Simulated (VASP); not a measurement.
# Cd (P6_3/mmc) in VASP: further runs

Cd is run at these levels: PBEsol, r2SCAN; tasks: single point.

Program: VASP 6.6.1. These are calculated values, not measurements. Logs are shortened: lines on timing, memory, paths and dates and some standing lists are left out, and cuts for length are marked.

## Step 1: The cell of the first run

Symmetry: P6_3/mmc, No. 194, hexagonal system. The conventional cell has a = 2.972 Å, b = 2.972 Å, c = 5.460 Å, α = 90.00°, β = 90.00°, γ = 120.00°. Cd (site symmetry -6m2) has 12 Cd at 2.97 to 3.22 Å within 3.9 Å.

## Step 2: Single point, PBEsol

File INCAR:

```
SYSTEM = Cd
PREC = Accurate
ENCUT = 520
EDIFF = 1E-7
ISMEAR = -1
SIGMA = 0.05
LREAL = .False.
LASPH = .True.
NELM = 60
ALGO = Normal
ISIF = 2
LWAVE = .False.
LCHARG = .False.
GGA = PS
NBANDS = 19
```

File KPOINTS:

```
regular mesh
0
Gamma
  12 12 6
  0 0 0
```

File POSCAR:

```
Cd
1.0
    2.9720850000      0.0000000000      0.0000000000
   -1.4860430000      2.5739010000      0.0000000000
    0.0000000000      0.0000000000      5.4596800000
Cd
2
Direct
    0.3333330000      0.6666670000      0.2500000000
    0.6666670000      0.3333330000      0.7500000000
```

Potentials or basis: VASP PAW PBE potentials, release 64 (Cd).

On the command line:

```sh
$ cat potpaw_PBE.64/Cd/POTCAR > POTCAR
$ mpirun -np 1 vasp_std > vasp.out
```

OUTCAR:

```text
SYSTEM = Cd
   PREC = Accurate
   ENCUT = 520
   EDIFF = 1E-7
   ISMEAR = -1
   LREAL = .False.
   LASPH = .True.
   NELM = 60
   ISIF = 2
   GGA = PS

 ion  position               nearest neighbor table
   1  0.333  0.667  0.250-   2 3.22   2 3.22   2 3.22   2 3.22   2 3.22   2 3.22
   2  0.667  0.333  0.750-   1 3.22   1 3.22   1 3.22   1 3.22   1 3.22   1 3.22

  LATTYP: Found a hexagonal cell.
 ALAT       =     2.9720850000
 C/A-ratio  =     1.8369864926

  Lattice vectors:

 A1 = (   2.9720850000,   0.0000000000,   0.0000000000)
 A2 = (  -1.4860430000,   2.5739010000,   0.0000000000)
 A3 = (   0.0000000000,   0.0000000000,   5.4596800000)

Analysis of symmetry for initial positions (statically):
=====================================================================
 Subroutine PRICEL returns:
 Original cell was already a primitive cell.

 Routine SETGRP: Setting up the symmetry group for a
 hexagonal supercell.

 Subroutine GETGRP returns: Found 24 space group operations
 (whereof 12 operations were pure point group operations)
 out of a pool of 24 trial point group operations.

The static configuration has the point symmetry D_3d.
 The point group associated with its full space group is D_6h.

Analysis of symmetry for dynamics (positions and initial velocities):
=====================================================================
 Subroutine PRICEL returns:
 Original cell was already a primitive cell.

 Routine SETGRP: Setting up the symmetry group for a
 hexagonal supercell.

 Subroutine GETGRP returns: Found 24 space group operations
 (whereof 12 operations were pure point group operations)
 out of a pool of 24 trial point group operations.

The dynamic configuration has the point symmetry D_3d.
 The point group associated with its full space group is D_6h.

 Subroutine INISYM returns: Found 24 space group operations
 (whereof 12 operations are pure point group operations),
 and found     1 'primitive' translations

----------------------------------------------------------------------------------------

                                     Primitive cell

  volume of cell :      41.7657

  direct lattice vectors                    reciprocal lattice vectors
     2.972085000  0.000000000  0.000000000     0.336464132  0.194257731  0.000000000
    -1.486043000  2.573901000  0.000000000     0.000000000  0.388515331  0.000000000
     0.000000000  0.000000000  5.459680000     0.000000000  0.000000000  0.183160918

  length of vectors
     2.972085000  2.972085153  5.459680000     0.388515351  0.388515331  0.183160918

  position of ions in fractional coordinates (direct lattice)
     0.333333000  0.666667000  0.250000000
     0.666667000  0.333333000  0.750000000

  ion indices of the primitive-cell ions
   primitive index   ion index
                 1           1
                 2           2

----------------------------------------------------------------------------------------

 KPOINTS: regular mesh

Automatic generation of k-mesh.
 Grid dimensions read from file:
 generate k-points for:   12   12    6

 Generating k-lattice:

  Cartesian coordinates                     Fractional coordinates (reciprocal lattice)
     0.028038678  0.016188144  0.000000000     0.083333333 -0.000000000  0.000000000
     0.000000000  0.032376278  0.000000000     0.000000000  0.083333333  0.000000000
     0.000000000  0.000000000  0.030526820     0.000000000  0.000000000  0.166666667

  Length of vectors
     0.032376279  0.032376278  0.030526820

  Shift w.r.t. Gamma in fractional coordinates (k-lattice)
     0.000000000  0.000000000  0.000000000

 Subroutine IBZKPT returns following result:
 ===========================================

 Found     76 irreducible k-points:

 Following reciprocal coordinates:
            Coordinates               Weight
  0.000000  0.000000  0.000000      1.000000
  0.083333  0.000000  0.000000      6.000000
  0.166667 -0.000000  0.000000      6.000000
  0.250000  0.000000  0.000000      6.000000
  0.333333  0.000000  0.000000      6.000000
  0.416667 -0.000000  0.000000      6.000000
[... 16 lines left out ...]
  0.250000  0.000000  0.166667     12.000000
  0.333333  0.000000  0.166667     12.000000
 [... further k-points ...]
   k-points           NKPTS =     76   k-points in BZ     NKDIM =     76   number of bands    NBANDS=     19
   number of dos      NEDOS =    301   number of ions     NIONS =      2
   total plane-waves  NPLWV =  24192
   dimension x,y,z NGX =    24 NGY =   24 NGZ =   42
   dimension x,y,z NGXF=    48 NGYF=   48 NGZF=   84
   ions per type =               2
   NGX,Y,Z   is equivalent  to a cutoff of  13.42, 13.42, 12.79 a.u.
   NGXF,Y,Z  is equivalent  to a cutoff of  26.85, 26.85, 25.58 a.u.
 SYSTEM =  Cd
   PREC   = accura    normal or accurate (medium, high low for compatibility)
   ISTART =      0    job   : 0-new  1-cont  2-samecut
   ICHARG =      2    charge: 1-file 2-atom 10-const
   ISPIN  =      1    spin polarized calculation?
   LNONCOLLINEAR =      F non collinear calculations
   LSORBIT =      F    spin-orbit coupling
   LASPH  =      T    aspherical Exc in radial PAW
   ENCUT  =  520.0 eV  38.22 Ry    6.18 a.u.   5.53  5.53 10.15*2*pi/ulx,y,z
   NELM   =     60;   NELMIN=  2; NELMDL= -5     # of ELM steps
   EDIFF  = 0.1E-06   stopping-criterion for ELM
   LREAL  =      F    real-space projection
   EDIFFG = 0.1E-05   stopping-criterion for IOM
   NSW    =      0    number of steps for IOM
   IBRION =     -1    ionic relax: 0-MD 1-quasi-New 2-CG
   NFREE  =      0    steps in history (QN), initial steepest desc. (CG)
   ISIF   =      2    stress and relaxation
   ISYM   =      2    0-nonsym 1-usesym 2-fastsym
   POTIM  = 0.5000    time-step for ionic-motion
   TEBEG  =    0.0;   TEEND  =   0.0 temperature during run
   PSTRESS=    0.0 pullay stress
   NELECT =      24.0000    total number of electrons
   NUPDOWN=      -1.0000    fix difference up-down
   EMIN   =  10.00;   EMAX   =-10.00  energy-range for DOS
   EFERMI =   0.00;   METHOD = LEGACY
   ISMEAR =    -1;   SIGMA  =   0.05  broadening in eV -4-tet -1-fermi 0-gaus
   EFERMI_NEDOS =   21; number of points for ismear=-14 and -15
   IALGO  =     38    algorithm
   IMIX   =      4    mixing-type and parameters
     AMIX     =   0.40;   BMIX     =  1.00
     AMIX_MAG =   1.60;   BMIX_MAG =  1.00
  volume/ion in A,a.u.               =      20.88       140.92
  Fermi-wavevector in a.u.,A,eV,Ry     =   1.361043  2.571998 25.203948  1.852438
  Thomas-Fermi vector in A             =   2.487653
   LORBIT       =      0    0 simple, 1 ext, 2 COOP (PROOUT), +10 PAW based schemes
   GGA     = PS    functional components
   LHFCALC =     F    Hartree Fock is set to
   AEXX    =    0.0000 exact exchange contribution
   IVDW    =     0    specifies the selected vdW correction
   LEPSILON=     F    determine dielectric tensor
   LRPA    =     F    only Hartree local field effects (RPA)
 non-spin polarized calculation
  energy-cutoff  :      520.00
  volume of cell :       41.77
 maximum number of plane-waves:      1154
 NGX is ok and might be reduce to    24
   NGX = 11   NGY = 11   NGZ = 21

 number of electron      23.9999997 magnetization

 Free energy of the ion-electron system (eV)
  ---------------------------------------------------
  ext. energy  EPLUGINS =         0.00000000
  ---------------------------------------------------
  free energy    TOTEN  =        -2.38385953 eV

  energy without entropy =       -2.37805025  energy(sigma->0) =       -2.38095489

 E-fermi :   3.1110     XC(G=0): -11.3927

 val. band max:        3.0952361068   @ k =   0.5000   0.0000   0.5000
 cond. band min:       3.1797979713   @ k =   0.3333   0.2500   0.0000
 fundamental gap:      0.0845618645
 Fermi energy:         3.1109832023

 k-point     1 :       0.0000    0.0000    0.0000
  band No.  band energies     occupation
      1      -6.9113      2.00000
      2      -6.5843      2.00000
      3      -6.2294      2.00000
      4      -6.2294      2.00000
      5      -6.1657      2.00000
      6      -6.1657      2.00000
[... 11 lines left out ...]
     18      18.7672      0.00000
     19      18.8910      0.00000

 k-point     2 :       0.0833    0.0000    0.0000
  band No.  band energies     occupation
      1      -6.8393      2.00000
      2      -6.5112      2.00000
      3      -6.2569      2.00000
      4      -6.1932      2.00000
      5      -6.1637      2.00000
      6      -6.1029      2.00000
[... 11 lines left out ...]
     18      18.7820      0.00000
     19      19.2650      0.00000

 k-point     3 :       0.1667   -0.0000    0.0000
  band No.  band energies     occupation
      1      -6.7135      2.00000
      2      -6.4196      2.00000
      3      -6.3413      2.00000
      4      -6.1604      2.00000
      5      -5.9801      2.00000
      6      -5.9453      2.00000
[... 11 lines left out ...]
     18      17.1036      0.00000
     19      17.1820      0.00000

 k-point     4 :       0.2500    0.0000    0.0000
  band No.  band energies     occupation
      1      -6.7638      2.00000
      2      -6.5080      2.00000
      3      -6.2291      2.00000
      4      -6.2187      2.00000
      5      -5.9743      2.00000
      6      -5.8780      2.00000
[... 11 lines left out ...]
     18      16.2485      0.00000
     19      16.7326      0.00000

 k-point     5 :       0.3333    0.0000    0.0000
  band No.  band energies     occupation
      1      -6.8994      2.00000
      2      -6.6616      2.00000
      3      -6.4721      2.00000
      4      -6.0508      2.00000
      5      -6.0087      2.00000
      6      -5.9506      2.00000
[... 11 lines left out ...]
     18      15.9592      0.00000
     19      17.3619      0.00000
[... 334 lines left out ...]
      2      -6.5315      2.00000
      3      -6.2586      2.00000
      4      -6.2030      2.00000
      5      -6.1680      2.00000
      6      -6.1130      2.00000
[... 11 lines left out ...]
     18      18.4666      0.00000
     19      19.2027      0.00000

 k-point    22 :       0.1667   -0.0000    0.1667
  band No.  band energies     occupation
      1      -6.6931      2.00000
      2      -6.4324      2.00000
      3      -6.3349      2.00000
      4      -6.2094      2.00000
      5      -5.9914      2.00000
      6      -5.9393      2.00000
[... 11 lines left out ...]
     18      16.7345      0.00000
     19      18.7055      0.00000

 k-point    23 :       0.2500    0.0000    0.1667
  band No.  band energies     occupation
      1      -6.7457      2.00000
      2      -6.5240      2.00000
      3      -6.3361      2.00000
      4      -6.1308      2.00000
      5      -6.0442      2.00000
      6      -5.8647      2.00000
[... 11 lines left out ...]
     18      16.2510      0.00000
     19      16.6442      0.00000

 k-point    24 :       0.3333    0.0000    0.1667
  band No.  band energies     occupation
      1      -6.8803      2.00000
      2      -6.6887      2.00000
      3      -6.4951      2.00000
      4      -6.1636      2.00000
      5      -5.9505      2.00000
      6      -5.9193      2.00000
[... 11 lines left out ...]
     18      15.9894      0.00000
     19      16.4094      0.00000

 [... further k-points ...]

------------------------ aborting loop because EDIFF is reached ----------------------------------------

  FORCE on cell =-STRESS in cart. coord.  units (eV):
  Direction    XX          YY          ZZ          XY          YZ          ZX
  --------------------------------------------------------------------------------------
  -------------------------------------------------------------------------------------
  Total       -0.1841229     -0.1841229      0.7788331      0.0000000      0.0000000      0.0000000
  in kB       -7.0631457     -7.0631451     29.8768434      0.0000014      0.0000000      0.0000000
  external PRESSURE =       5.2501842 kB  Pullay stress =       0.0000000 kB

 VOLUME and BASIS-vectors are now :
 -----------------------------------------------------------------------------
  energy-cutoff  :      520.00
  volume of cell :       41.77
      direct lattice vectors                 reciprocal lattice vectors
     2.972085000  0.000000000  0.000000000     0.336464132  0.194257731  0.000000000
    -1.486043000  2.573901000  0.000000000     0.000000000  0.388515331  0.000000000
     0.000000000  0.000000000  5.459680000     0.000000000  0.000000000  0.183160918

 POSITION                                       TOTAL-FORCE (eV/Angst)
 -----------------------------------------------------------------------------------
     -0.00000      1.71593      1.36492         0.000000     -0.000000      0.000000
      1.48604      0.85797      4.09476        -0.000000      0.000000      0.000000
 -----------------------------------------------------------------------------------
    total drift:                               -0.000171      0.000083      0.000002

  FREE ENERGIE OF THE ION-ELECTRON SYSTEM (eV)
  ---------------------------------------------------
  free  energy   TOTEN  =        -2.3838595338 eV

  energy  without entropy=       -2.3780502548  energy(sigma->0) =       -2.38095489
```

It took 60 s on 1 thread of Intel Xeon 8259CL, shared host; peak memory 0.19 GiB.

What came out:

- Free energy: -2.3839 eV
- Pressure: 0.5 GPa
- Band gap on the k mesh: zero (bands 12 and 13 overlap by 3.86 eV)

Levels at points of the mesh, in eV from the Fermi level:
| k point | band 9 | band 10 | band 11 | band 12 | band 13 | band 14 | band 15 | band 16 |
| --- | --- | --- | --- | --- | --- | --- | --- | --- |
| (0.00, 0.00, 0.00) | -8.82 | -8.51 | -8.51 | -3.21 | -2.80 | 11.37 | 14.27 | 14.68 |
| (0.50, 0.00, 0.00) | -8.27 | -8.24 | -2.62 | -2.07 | 2.08 | 2.97 | 3.37 | 5.31 |
| (0.00, 0.00, 0.50) | -8.64 | -8.64 | -7.62 | -7.62 | 4.15 | 4.15 | 14.61 | 14.61 |
| (0.50, 0.00, 0.50) | -8.26 | -8.26 | -1.77 | -1.77 | -0.02 | -0.02 | 8.44 | 8.44 |

Caveat: the PAW data sets were made with another functional, which shifts forces and pressure a little.

## Step 3: Single point, r2SCAN

POSCAR is that of step 2.

File INCAR.step1:

```
SYSTEM = Cd
ALGO = Normal
EDIFF = 1E-4
ENCUT = 520
GGA = PE
ISMEAR = -1
LASPH = .True.
LCHARG = .False.
LREAL = .False.
LWAVE = .True.
NBANDS = 19
NELM = 100
PREC = Accurate
SIGMA = 0.05
```

File INCAR.step2:

```
SYSTEM = Cd
ALGO = Normal
EDIFF = 1E-7
ENCUT = 520
ISIF = 2
ISMEAR = -1
ISTART = 1
LASPH = .True.
LCHARG = .False.
LMIXTAU = .True.
LREAL = .False.
LWAVE = .False.
METAGGA = R2SCAN
NBANDS = 19
NELM = 100
PREC = Accurate
SIGMA = 0.05
```

File KPOINTS:

```
k-points
0
Gamma
  12 12 6
  0 0 0
```

Potentials or basis: VASP PAW PBE potentials, release 64 (Cd).

On the command line:

```sh
$ cat potpaw_PBE.64/Cd/POTCAR > POTCAR
$ cp INCAR.step1 INCAR
$ mpirun -np 1 vasp_std > vasp.out
$ cp INCAR.step2 INCAR
$ mpirun -np 1 vasp_std > vasp.out
```

Run time: 3.3 min. Hardware: 1 thread of Intel Xeon 8259CL, shared host; peak memory 0.2 GiB.

Results (log left out):

| Quantity | Value |
| --- | --- |
| Free energy | -40.1597 eV |
| Pressure | 2.8 GPa |
| Band gap on the k mesh | zero (bands 12 and 13 overlap by 4.03 eV) |

Stress tensor (GPa, compression positive):
```
1.29 0.00 0.00
0.00 1.29 0.00
0.00 0.00 5.72
```

Levels at points of the mesh, in eV from the Fermi level:
| k point | band 9 | band 10 | band 11 | band 12 | band 13 | band 14 | band 15 | band 16 |
| --- | --- | --- | --- | --- | --- | --- | --- | --- |
| (0.00, 0.00, 0.00) | -9.37 | -9.06 | -9.06 | -3.28 | -2.96 | 11.85 | 14.90 | 15.47 |
| (0.50, 0.00, 0.00) | -8.80 | -8.77 | -2.73 | -2.16 | 2.19 | 3.13 | 3.59 | 5.56 |
| (0.00, 0.00, 0.50) | -9.19 | -9.19 | -7.93 | -7.93 | 4.33 | 4.33 | 15.23 | 15.23 |
| (0.50, 0.00, 0.50) | -8.78 | -8.78 | -1.88 | -1.88 | 0.06 | 0.06 | 8.91 | 8.91 |

Caveat: the PAW data sets were made with another functional, which shifts forces and pressure a little.
